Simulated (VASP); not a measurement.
# CaO (Cmcm) in VASP: notebook

Runs on CaO. Level: PBE. Tasks: single point.

All numbers are computed with VASP 6.6.1; they aren't measurements. Logs are shortened: lines on timing, memory, paths and dates and some standing lists are left out, and cuts for length are marked.

**1. The cell of the first run**

The structure is orthorhombic, space group Cmcm (No. 63). Conventional cell: a = 3.484 Å, b = 7.561 Å, c = 5.000 Å, α = 90.00°, β = 90.00°, γ = 90.00°. Within 2.8 Å of Ca (site symmetry m2m) lie 5 O at 2.15 to 2.52 Å. Within 2.8 Å of O (site symmetry m2m) lie 5 Ca at 2.15 to 2.52 Å.

**2. Single point, PBE**

INCAR

```
PREC = Accurate ; ENCUT = 520
EDIFF = 1E-6 ; ISMEAR = 0
SIGMA = 0.05 ; LREAL = False
LASPH = True ; NELM = 80
ALGO = Normal ; ISIF = 2
LWAVE = False ; LCHARG = True
GGA = PE ; LELF = True
LVHAR = True ; NBANDS = 24
```

KPOINTS

```
regular mesh
0
Gamma
  9 9 6
```

POSCAR

```
CaO
1.0
    3.4840663857      0.0000000000      0.0000000000
   -1.7420331929      3.7802828717      0.0000000000
    0.0000000000      0.0000000000      5.0000688124
Ca O
2 2
Direct
    0.3333333333      0.6666666667      0.7500000000
    0.6666666667      0.3333333333      0.2500000000
    0.3333333333      0.6666666667      0.2500000000
    0.6666666667      0.3333333333      0.7500000000
```

Potentials or basis: VASP PAW PBE potentials, release 64 (Ca_sv, O).

Run with:

```bash
$ cat potpaw_PBE.64/Ca_sv/POTCAR potpaw_PBE.64/O/POTCAR > POTCAR
$ mpirun -np 1 vasp_std > vasp.out
```

OUTCAR:

```text
PREC = Accurate
   ENCUT = 520
   EDIFF = 1E-6
   ISMEAR = 0
   LREAL = False
   LASPH = True
   NELM = 80
   ISIF = 2
   GGA = PE

 ion  position               nearest neighbor table
   1  0.333  0.667  0.750-   4 2.15   4 2.15   3 2.50   3 2.50   4 2.52
   2  0.667  0.333  0.250-   3 2.15   3 2.15   4 2.50   4 2.50   3 2.52
   3  0.333  0.667  0.250-   2 2.15   2 2.15   1 2.50   1 2.50   2 2.52
   4  0.667  0.333  0.750-   1 2.15   1 2.15   2 2.50   2 2.50   1 2.52

  LATTYP: Found a base centered orthorhombic cell.
 ALAT       =     3.4840663857
 B/A-ratio  =     2.1700406670
 C/A-ratio  =     1.4351244376

  Lattice vectors:

 A1 = (   1.7420331929,  -3.7802828717,   0.0000000000)
 A2 = (   1.7420331928,   3.7802828717,   0.0000000000)
 A3 = (   0.0000000000,   0.0000000000,   5.0000688124)

Analysis of symmetry for initial positions (statically):
=====================================================================
 Subroutine PRICEL returns:
 Original cell was already a primitive cell.

 Routine SETGRP: Setting up the symmetry group for a
 base centered orthorhombic supercell.

 Subroutine GETGRP returns: Found  8 space group operations
 (whereof  4 operations were pure point group operations)
 out of a pool of  8 trial point group operations.

The static configuration has the point symmetry C_2h.
 The point group associated with its full space group is D_2h.

Analysis of symmetry for dynamics (positions and initial velocities):
=====================================================================
 Subroutine PRICEL returns:
 Original cell was already a primitive cell.

 Routine SETGRP: Setting up the symmetry group for a
 base centered orthorhombic supercell.

 Subroutine GETGRP returns: Found  8 space group operations
 (whereof  4 operations were pure point group operations)
 out of a pool of  8 trial point group operations.

The dynamic configuration has the point symmetry C_2h.
 The point group associated with its full space group is D_2h.

 Subroutine INISYM returns: Found  8 space group operations
 (whereof  4 operations are pure point group operations),
 and found     1 'primitive' translations

----------------------------------------------------------------------------------------

                                     Primitive cell

  volume of cell :      65.8547

  direct lattice vectors                    reciprocal lattice vectors
     3.484066386  0.000000000  0.000000000     0.287020937  0.132265234  0.000000000
    -1.742033193  3.780282872  0.000000000     0.000000000  0.264530469  0.000000000
     0.000000000  0.000000000  5.000068812     0.000000000  0.000000000  0.199997248

  length of vectors
     3.484066386  4.162357293  5.000068812     0.316030237  0.264530469  0.199997248

  position of ions in fractional coordinates (direct lattice)
     0.333333333  0.666666667  0.750000000
     0.666666667  0.333333333  0.250000000
     0.333333333  0.666666667  0.250000000
     0.666666667  0.333333333  0.750000000

  ion indices of the primitive-cell ions
   primitive index   ion index
                 1           1
                 2           2
                 3           3
                 4           4

----------------------------------------------------------------------------------------

 KPOINTS: regular mesh

Automatic generation of k-mesh.
 Grid dimensions read from file:
 generate k-points for:    9    9    6

 Generating k-lattice:

  Cartesian coordinates                     Fractional coordinates (reciprocal lattice)
     0.031891215  0.014696137  0.000000000     0.111111111  0.000000000  0.000000000
     0.000000000  0.029392274  0.000000000     0.000000000  0.111111111  0.000000000
     0.000000000  0.000000000  0.033332875     0.000000000  0.000000000  0.166666667

  Length of vectors
     0.035114471  0.029392274  0.033332875

  Shift w.r.t. Gamma in fractional coordinates (k-lattice)
     0.000000000  0.000000000  0.000000000

 Subroutine IBZKPT returns following result:
 ===========================================

 Found    100 irreducible k-points:

 Following reciprocal coordinates:
            Coordinates               Weight
  0.000000  0.000000  0.000000      1.000000
  0.111111 -0.000000  0.000000      4.000000
  0.222222 -0.000000  0.000000      4.000000
  0.333333 -0.000000  0.000000      4.000000
  0.444444 -0.000000  0.000000      4.000000
  0.000000  0.111111  0.000000      2.000000
[... 16 lines left out ...]
  0.333333  0.333333  0.000000      2.000000
  0.000000  0.444444  0.000000      2.000000
 [... further k-points ...]
   k-points           NKPTS =    100   k-points in BZ     NKDIM =    100   number of bands    NBANDS=     24
   number of dos      NEDOS =    301   number of ions     NIONS =      4
   total plane-waves  NPLWV =  35840
   dimension x,y,z NGX =    28 NGY =   32 NGZ =   40
   dimension x,y,z NGXF=    56 NGYF=   64 NGZF=   80
   ions per type =               2   2
   NGX,Y,Z   is equivalent  to a cutoff of  13.36, 12.78, 13.30 a.u.
   NGXF,Y,Z  is equivalent  to a cutoff of  26.72, 25.56, 26.60 a.u.
 SYSTEM =  unknown system
   PREC   = accura    normal or accurate (medium, high low for compatibility)
   ISTART =      0    job   : 0-new  1-cont  2-samecut
   ICHARG =      2    charge: 1-file 2-atom 10-const
   ISPIN  =      1    spin polarized calculation?
   LNONCOLLINEAR =      F non collinear calculations
   LSORBIT =      F    spin-orbit coupling
   LASPH  =      T    aspherical Exc in radial PAW
   ENCUT  =  520.0 eV  38.22 Ry    6.18 a.u.   6.48  7.74  9.30*2*pi/ulx,y,z
   NELM   =     80;   NELMIN=  2; NELMDL= -5     # of ELM steps
   EDIFF  = 0.1E-05   stopping-criterion for ELM
   LREAL  =      F    real-space projection
   EDIFFG = 0.1E-04   stopping-criterion for IOM
   NSW    =      0    number of steps for IOM
   IBRION =     -1    ionic relax: 0-MD 1-quasi-New 2-CG
   NFREE  =      0    steps in history (QN), initial steepest desc. (CG)
   ISIF   =      2    stress and relaxation
   ISYM   =      2    0-nonsym 1-usesym 2-fastsym
   POTIM  = 0.5000    time-step for ionic-motion
   TEBEG  =    0.0;   TEEND  =   0.0 temperature during run
   PSTRESS=    0.0 pullay stress
   NELECT =      32.0000    total number of electrons
   NUPDOWN=      -1.0000    fix difference up-down
   EMIN   =  10.00;   EMAX   =-10.00  energy-range for DOS
   EFERMI =   0.00;   METHOD = LEGACY
   ISMEAR =     0;   SIGMA  =   0.05  broadening in eV -4-tet -1-fermi 0-gaus
   EFERMI_NEDOS =   21; number of points for ismear=-14 and -15
   IALGO  =     38    algorithm
   IMIX   =      4    mixing-type and parameters
     AMIX     =   0.40;   BMIX     =  1.00
     AMIX_MAG =   1.60;   BMIX_MAG =  1.00
  volume/ion in A,a.u.               =      16.46       111.10
  Fermi-wavevector in a.u.,A,eV,Ry     =   1.287051  2.432175 22.538072  1.656502
  Thomas-Fermi vector in A             =   2.419089
   LORBIT       =      0    0 simple, 1 ext, 2 COOP (PROOUT), +10 PAW based schemes
   GGA     = PE    functional components
   LHFCALC =     F    Hartree Fock is set to
   AEXX    =    0.0000 exact exchange contribution
   IVDW    =     0    specifies the selected vdW correction
   LEPSILON=     F    determine dielectric tensor
   LRPA    =     F    only Hartree local field effects (RPA)
 non-spin polarized calculation
 Gauss-broadening in eV      SIGMA  =   0.05
  energy-cutoff  :      520.00
  volume of cell :       65.85
 maximum number of plane-waves:      1798
 NGX is ok and might be reduce to    28
   NGX = 13   NGY = 15   NGZ = 19

 number of electron      31.9999997 magnetization

 Free energy of the ion-electron system (eV)
  ---------------------------------------------------
  ext. energy  EPLUGINS =         0.00000000
  ---------------------------------------------------
  free energy    TOTEN  =       -24.82638411 eV

  energy without entropy =      -24.82638411  energy(sigma->0) =      -24.82638411

 E-fermi :   1.5002     XC(G=0):  -9.4123

 val. band max:        1.1958887954   @ k =   0.0000   0.0000   0.0000
 cond. band min:       4.5741161692   @ k =   0.0000   0.0000   0.0000
 fundamental gap:      3.3782273738
 Fermi energy:         1.5002228071

 k-point     1 :       0.0000    0.0000    0.0000
  band No.  band energies     occupation
      1     -36.2844      2.00000
      2     -36.1688      2.00000
      3     -17.6396      2.00000
      4     -17.4757      2.00000
      5     -17.3318      2.00000
      6     -17.3288      2.00000
[... 16 lines left out ...]
     23       9.6451      0.00000
     24      10.0922      0.00000

 k-point     2 :       0.1111   -0.0000    0.0000
  band No.  band energies     occupation
      1     -36.2769      2.00000
      2     -36.1681      2.00000
      3     -17.6192      2.00000
      4     -17.5251      2.00000
      5     -17.4447      2.00000
      6     -17.3057      2.00000
[... 16 lines left out ...]
     23       9.5152      0.00000
     24       9.9488      0.00000

 k-point     3 :       0.2222   -0.0000    0.0000
  band No.  band energies     occupation
      1     -36.2568      2.00000
      2     -36.1674      2.00000
      3     -17.6968      2.00000
      4     -17.6381      2.00000
      5     -17.5620      2.00000
      6     -17.3399      2.00000
[... 16 lines left out ...]
     23       9.6142      0.00000
     24       9.8120      0.00000

 k-point     4 :       0.3333   -0.0000    0.0000
  band No.  band energies     occupation
      1     -36.2303      2.00000
      2     -36.1701      2.00000
      3     -17.9041      2.00000
      4     -17.8387      2.00000
      5     -17.4793      2.00000
      6     -17.3659      2.00000
[... 16 lines left out ...]
     23       9.6320      0.00000
     24       9.8270      0.00000

 k-point     5 :       0.4444   -0.0000    0.0000
  band No.  band energies     occupation
      1     -36.2062      2.00000
      2     -36.1787      2.00000
      3     -18.0330      2.00000
      4     -17.9622      2.00000
      5     -17.3930      2.00000
      6     -17.3760      2.00000
[... 451 lines left out ...]
 k-point    22 :       0.2222    0.3333    0.0000
  band No.  band energies     occupation
      1     -36.2348      2.00000
      2     -36.1788      2.00000
      3     -17.8434      2.00000
      4     -17.8065      2.00000
      5     -17.4931      2.00000
      6     -17.4716      2.00000
[... 16 lines left out ...]
     23       9.1703      0.00000
     24       9.9880      0.00000

 k-point    23 :       0.3333    0.3333    0.0000
  band No.  band energies     occupation
      1     -36.2118      2.00000
      2     -36.1826      2.00000
      3     -17.9516      2.00000
      4     -17.9187      2.00000
      5     -17.4794      2.00000
      6     -17.3973      2.00000
[... 16 lines left out ...]
     23       9.4037      0.00000
     24       9.9439      0.00000

 k-point    24 :       0.0000    0.4444    0.0000
  band No.  band energies     occupation
      1     -36.2578      2.00000
      2     -36.1797      2.00000
      3     -17.7888      2.00000
      4     -17.7425      2.00000
      5     -17.5360      2.00000
      6     -17.3677      2.00000
[... 16 lines left out ...]
     23       9.6080      0.00000
     24       9.7783      0.00000

 [... further k-points ...]
[... 5 lines left out ...]
  --------------------------------------------------------------------------------------
  -------------------------------------------------------------------------------------
  Total        6.7809485     -0.6936985     -1.5428362      0.0000000     -0.0000000      0.0000000
  in kB      164.9735536    -16.8769756    -37.5356294      0.0000000     -0.0000000      0.0000000
  external PRESSURE =      36.8536495 kB  Pullay stress =       0.0000000 kB

 VOLUME and BASIS-vectors are now :
 -----------------------------------------------------------------------------
  energy-cutoff  :      520.00
  volume of cell :       65.85
      direct lattice vectors                 reciprocal lattice vectors
     3.484066386  0.000000000  0.000000000     0.287020937  0.132265234  0.000000000
    -1.742033193  3.780282872  0.000000000     0.000000000  0.264530469  0.000000000
     0.000000000  0.000000000  5.000068812     0.000000000  0.000000000  0.199997248

 POSITION                                       TOTAL-FORCE (eV/Angst)
 -----------------------------------------------------------------------------------
     -0.00000      2.52019      3.75005        -0.000000      1.302096     -0.000000
      1.74203      1.26009      1.25002         0.000000     -1.302096      0.000000
     -0.00000      2.52019      1.25002        -0.000000      1.054835     -0.000000
      1.74203      1.26009      3.75005         0.000000     -1.054835      0.000000
 -----------------------------------------------------------------------------------
    total drift:                               -0.000000      0.000000     -0.000000

  FREE ENERGIE OF THE ION-ELECTRON SYSTEM (eV)
  ---------------------------------------------------
  free  energy   TOTEN  =       -24.8263841129 eV

  energy  without entropy=      -24.8263841129  energy(sigma->0) =      -24.82638411
```

Run time: 88 s. Hardware: 1 thread of AMD EPYC 9R45 (Zen 5), shared host; peak memory 0.24 GiB.

Results:

```yaml
Free_energy: -24.8264 eV
Pressure: 3.7 GPa
Largest_force: 1.302 eV/Å
Band_gap_on_the_k_mesh: 3.38 eV, direct
```

Forces in eV/Å, atoms in the order of the input:
```
Ca   0.000  1.302  0.000
Ca   0.000 -1.302  0.000
O    0.000  1.055  0.000
O    0.000 -1.055  0.000
```

Stress tensor (GPa, compression positive):
```
16.50  0.00  0.00
 0.00 -1.69  0.00
 0.00  0.00 -3.75
```

Levels at points of the mesh, in eV from the valence-band top:
| k point | band 14 | band 15 | band 16 | band 17 | band 18 | band 19 |
| --- | --- | --- | --- | --- | --- | --- |
| (0.00, 0.00, 0.00) | -0.77 | -0.76 | 0.00 | 3.38 | 6.11 | 6.82 |
| (0.00, 0.00, 0.50) | -1.27 | -0.83 | -0.83 | 5.14 | 5.14 | 7.71 |

Caveat: the cell differs from its parent crystal (strain +e along x and -e along y -0.1100, strain +e along z and -e/2 along x and y +0.0400); forces of over 1 eV/Å act on the atoms, so gaps and moduli don't describe the material at rest. A k mesh can miss the band edges.

[end of part 1 of 3]
